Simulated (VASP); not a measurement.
Wanted: the native input for a VASP 6.6.1 run.

- Task: relaxation of cell and atoms
- Functional: PBE
- Potentials or basis: VASP PAW PBE potentials, release 64 (Al, Ru_pv)
- Cutoff: 600 eV
- k mesh: 14 × 14 × 14
- Occupations: gaussian, width 0.1 eV
- Spin: no spin polarisation
- Dipole correction: no
- Further INCAR settings: ALGO = Normal; EDIFF = 1e-06; IBRION = 2; EDIFFG = -0.005; NSW = 100; ISIF = 3

The structure of AlRu lies in POSCAR:

```
AlRu
1.0
    2.9916000000      0.0000000000      0.0000000000
    0.0000000000      2.9916000000      0.0000000000
    0.0000000000      0.0000000000      2.9916000000
Al Ru
1 1
Direct
    0.0000000000      0.0000000000      0.0000000000
    0.5000000000      0.5000000000      0.5000000000
```

One way to write it, as run:

INCAR

```
SYSTEM = AlRu
PREC = Accurate
ENCUT = 600
EDIFF = 1E-6
ISMEAR = 0
SIGMA = 0.1
LREAL = .False.
LASPH = .True.
NELM = 60
ALGO = Normal
ISIF = 3
LWAVE = .False.
LCHARG = .False.
GGA = PE
IBRION = 2
NSW = 100
EDIFFG = -0.005
```

KPOINTS

```
regular mesh
0
Gamma
  14 14 14
  0 0 0
```

Potentials or basis: VASP PAW PBE potentials, release 64 (Al, Ru_pv).

Run with:

```console
$ cat potpaw_PBE.64/Al/POTCAR potpaw_PBE.64/Ru_pv/POTCAR > POTCAR
$ mpirun -np 1 vasp_std > vasp.out
```

Results of the run:

```json
{
  "Relaxed volume": "13.55 Å³/atom",
  "Relaxed cell": "a = 3.004 Å, b = 3.004 Å, c = 3.004 Å, α = 90.00°, β = 90.00°, γ = 90.00°",
  "Space group after relaxing (to 0.05 Å)": "Pm-3m (No. 221)",
  "Energy gained by relaxing": "1.3 meV/atom",
  "Ionic steps": "3",
  "Pressure after relaxing": "0.0 GPa"
}
```

Run time: 51 s on 1 thread of AMD EPYC 9R45 (Zen 5) (shared host), peak memory 0.15 GiB.
